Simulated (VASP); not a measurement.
Set up this calculation in VASP 6.6.1, as the native input.

```yaml
Task: single point
Functional: PBE
Potentials_or_basis: VASP PAW PBE potentials, release 64 (Zn, Se)
Cutoff: 500 eV
k_mesh: 8 × 8 × 8
Occupations: gaussian, width 0.02 eV
Spin: no spin polarisation
Dipole_correction: no
Further_INCAR_settings: ALGO = Normal; EDIFF = 1e-06; NBANDS = 16
```

The structure of ZnSe lies in POSCAR:

```
ZnSe
1.0
    0.0000000000      2.8664717067      2.8664717067
    2.8664717067      0.0000000000      2.8664717067
    2.8664717067      2.8664717067      0.0000000000
Zn Se
1 1
Direct
    0.0000000000      0.0000000000      0.0000000000
    0.2500000000      0.2500000000      0.2500000000
```

One way to write it, as run:

INCAR

```
SYSTEM = ZnSe
  PREC = Accurate
  ENCUT = 500
  EDIFF = 1E-6
  ISMEAR = 0
  SIGMA = 0.02
  LREAL = .FALSE.
  LASPH = .TRUE.
  NELM = 120
  ALGO = Normal
  ISIF = 2
  LWAVE = .FALSE.
  LCHARG = .FALSE.
  GGA = PE
  NBANDS = 16
  GGA_COMPAT = .FALSE.
```

KPOINTS

```
Automatic mesh
0
G
  8 8 8
  0 0 0
```

Potentials or basis: VASP PAW PBE potentials, release 64 (Zn, Se).

Command:

```bash
$ cat potpaw_PBE.64/Zn/POTCAR potpaw_PBE.64/Se/POTCAR > POTCAR
$ mpirun -np 1 vasp_std > vasp.out
```

Results of the run:

```yaml
Pressure: 0.2 GPa
Band_gap_on_the_k_mesh: 1.15 eV
```

Wall time 45 s on 1 thread of Intel Xeon 8259CL, with other jobs on the host, peak memory 0.17 GiB.
